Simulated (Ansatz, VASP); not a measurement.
## Two plane-wave programs on SnTe

POSCAR

```
SnTe
1.0
    0.0000000000      3.6111460000      3.5389230800
    3.6111460000      0.0000000000      3.5389230800
    3.6111460000      3.6111460000      0.0000000000
Sn Te
1 1
Direct
    0.0000000000      0.0000000000      0.0000000000
    0.7500000000      0.7500000000      0.7500000000
```

INCAR.step1

```
SYSTEM = SnTe
PREC     = Accurate       ! precision mode
ENCUT    = 520            ! plane-wave cutoff, eV
ISMEAR   = -1             ! smearing method
SIGMA    = 0.05           ! smearing width, eV
LREAL    = .False.        ! projectors in reciprocal space
LASPH    = .True.         ! aspherical terms in the spheres
NELM     = 100            ! most SCF steps
NBANDS   = 17             ! bands
GGA      = PE             ! functional
ALGO     = Normal         ! electronic algorithm
EDIFF    = 1E-4           ! SCF threshold, eV
LWAVE    = .True.         ! write WAVECAR
LCHARG   = .False.        ! write CHGCAR
```

INCAR.step2

```
SYSTEM = SnTe
PREC     = Accurate       ! precision mode
ENCUT    = 520            ! plane-wave cutoff, eV
EDIFF    = 1E-6           ! SCF threshold, eV
ISMEAR   = -1             ! smearing method
SIGMA    = 0.05           ! smearing width, eV
LREAL    = .False.        ! projectors in reciprocal space
LASPH    = .True.         ! aspherical terms in the spheres
NELM     = 100            ! most SCF steps
ALGO     = Normal         ! electronic algorithm
ISIF     = 2              ! what is computed and relaxed
LWAVE    = .False.        ! write WAVECAR
LCHARG   = .False.        ! write CHGCAR
METAGGA  = R2SCAN         ! meta-GGA
LMIXTAU  = .True.       
IVDW     = 13             ! dispersion correction
VDW_S6   = 1.0          
VDW_S8   = 0.6018749    
VDW_A1   = 0.51559235   
VDW_A2   = 5.77342911   
NBANDS   = 17             ! bands
ISTART   = 1
```

KPOINTS

```
regular mesh
0
Gamma
  5 5 5
  0 0 0
```

Input for Ansatz:

```yaml
crystal:
  lattice:
    - [0.0, 3.611146, 3.53892308]
    - [3.611146, 0.0, 3.53892308]
    - [3.611146, 3.611146, 0.0]
  atoms:
    - { symbol: Sn, position: [0.0, 0.0, 0.0] }
    - { symbol: Te, position: [0.75, 0.75, 0.75] }
accuracy: low
basis:
  ecutwfc: 761.918814887664
kpoints:
  mp_grid:
    grid: [5, 5, 5]
hamiltonian:
  xc: r2scan
  dispersion: d4
scf:
  convergence:
    dr2_threshold: 1.0e-07
  occupations:
    method: fermi_dirac
    width: 0.05
output:
  stress: true
```

Alike in both runs: task single point; functional r2SCAN; dispersion D4; k mesh 5 × 5 × 5; occupations fermi-dirac, width 0.05 eV; no spin polarisation.

```csv
,VASP,Ansatz
version,VASP 6.6.1,Ansatz 0.2.0
potentials or method,"VASP PAW PBE potentials, release 64 (Sn_d, Te), cutoff 520 eV","plane waves, PAW"
valence electrons in the cell,20,30
```

```tsv
	VASP	Ansatz	Ansatz less VASP
pressure (GPa)	-0.4	-0.4	+0.01
```

VASP's potentials were made for PBE, not for r2SCAN. VASP's potentials hold 20 valence electrons a cell and Ansatz's 30, so a difference there can come from the potentials and not from the codes. Ansatz's warnings: stress scf threshold loose.

Spin-orbit coupling is off throughout.
